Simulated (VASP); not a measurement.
Here is a VASP 6.6.1 calculation.

INCAR

```
SYSTEM = SiC
PREC = Accurate ; ENCUT = 520
EDIFF = 1E-6 ; ISMEAR = 0
SIGMA = 0.05 ; LREAL = .False.
LASPH = .True. ; NELM = 100
ALGO = Normal ; ISIF = 2
LWAVE = .False. ; LCHARG = .False.
GGA = PE ; NBANDS = 11
```

File KPOINTS:

```
regular mesh
0
Gamma
  12 12 12
  0 0 0
```

POSCAR

```
SiC
1.0
    0.5299225898      2.4686637718      2.4686637718
    2.4686637718      0.5299225898      2.4686637718
    2.4686637718      2.4686637718      0.5299225898
Si C
1 1
Direct
    0.0000000000      0.0000000000      0.0000000000
    0.7500000000      0.7500000000      0.7500000000
```

Potentials or basis: VASP PAW PBE potentials, release 64 (Si, C).

Launch:

```console
$ cat potpaw_PBE.64/Si/POTCAR potpaw_PBE.64/C/POTCAR > POTCAR
$ mpirun -np 1 vasp_std > vasp.out
```

Q: Predict the pressure.

A: 34.3 GPa.

Q: Predict the band gap on the k mesh.

A: Zero (band 4 reaches 9.26 eV, above the bottom of band 5 at 8.42 eV).

Q: Predict the largest force.

A: 0.197 eV/Å.

Stress tensor (GPa, compression positive):
```
 34.27 -42.96 -42.96
-42.96  34.27 -42.96
-42.96 -42.96  34.27
```
